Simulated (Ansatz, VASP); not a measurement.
**GaN: VASP beside Ansatz**

The input POSCAR:

```
GaN
1.0
    3.1830984299      0.0000000000      0.0000000000
   -1.5915492150      2.7566441030      0.0000000000
    0.0000000000      0.0000000000      5.1835962425
Ga N
2 2
Direct
    0.3333333333      0.6666666667      0.9991101046
    0.6666666667      0.3333333333      0.4991101046
    0.3696093255      0.7392186511      0.3565982694
    0.6666666667      0.3333333333      0.8758898954
```

File INCAR.step1:

```
SYSTEM = GaN
  ALGO = Normal
  EDIFF = 1E-4
  ENCUT = 520
  GGA = PE
  ISMEAR = 0
  LASPH = .TRUE.
  LCHARG = .FALSE.
  LREAL = .FALSE.
  LWAVE = .TRUE.
  NBANDS = 26
  NELM = 80
  PREC = Accurate
  SIGMA = 0.05
```

File INCAR.step2:

```
SYSTEM = GaN
  ALGO = Normal
  EDIFF = 1E-6
  ENCUT = 520
  ISIF = 2
  ISMEAR = 0
  ISTART = 1
  LASPH = .TRUE.
  LCHARG = .FALSE.
  LMIXTAU = .TRUE.
  LREAL = .FALSE.
  LWAVE = .FALSE.
  METAGGA = R2SCAN
  NBANDS = 26
  NELM = 80
  PREC = Accurate
  SIGMA = 0.05
```

KPOINTS

```
k-points
0
G
  12 12 6
  0 0 0
```

Input for Ansatz:

```yaml
crystal:
  lattice:
    - [3.1830984299, 0.0, 0.0]
    - [-1.591549215, 2.756644103, 0.0]
    - [0.0, 0.0, 5.1835962425]
  atoms:
    - { symbol: Ga, position: [0.3333333333, 0.6666666667, 0.9991101046] }
    - { symbol: Ga, position: [0.6666666667, 0.3333333333, 0.4991101046] }
    - { symbol: "N", position: [0.3696093255, 0.7392186511, 0.3565982694] }
    - { symbol: "N", position: [0.6666666667, 0.3333333333, 0.8758898954] }
basis:
  ecutwfc: 500
kpoints:
  mp_grid: { grid: [12, 12, 6] }
hamiltonian:
  xc: r2scan
scf:
  occupations: { method: gaussian, width: 0.05 }
output:
  forces: true
  stress: true
  eigenvalues: true
```

Alike in both runs: task single point; functional r2SCAN; k mesh 12 × 12 × 6; occupations gaussian, width 0.05 eV; no spin polarisation.

```csv
,VASP,Ansatz
version,VASP 6.6.1,Ansatz 0.2.0
potentials or method,"VASP PAW PBE potentials, release 64 (Ga_d, N), cutoff 520 eV","scalar-relativistic, plane waves, PAW"
valence electrons in the cell,36,36
```

|  | VASP | Ansatz | Ansatz less VASP |
| --- | --- | --- | --- |
| gap on the k mesh at the Fermi level (eV) | 2.16 | 2.16 | +0.003 |
| least direct gap on the mesh (eV) | 2.16 | 2.16 | +0.003 |
| pressure (GPa) | 4.0 | 2.9 | -1.07 |
| traceless stress, the component that is largest in VASP (GPa) | -8.21 | -7.94 | +0.271 |
| rms of the force components (eV/Å) | 1.317 | 1.295 | -0.0223 |

VASP's potentials were made for PBE, not for r2SCAN. Atom by atom the forces differ by 0.024 eV/Å (rms over components).
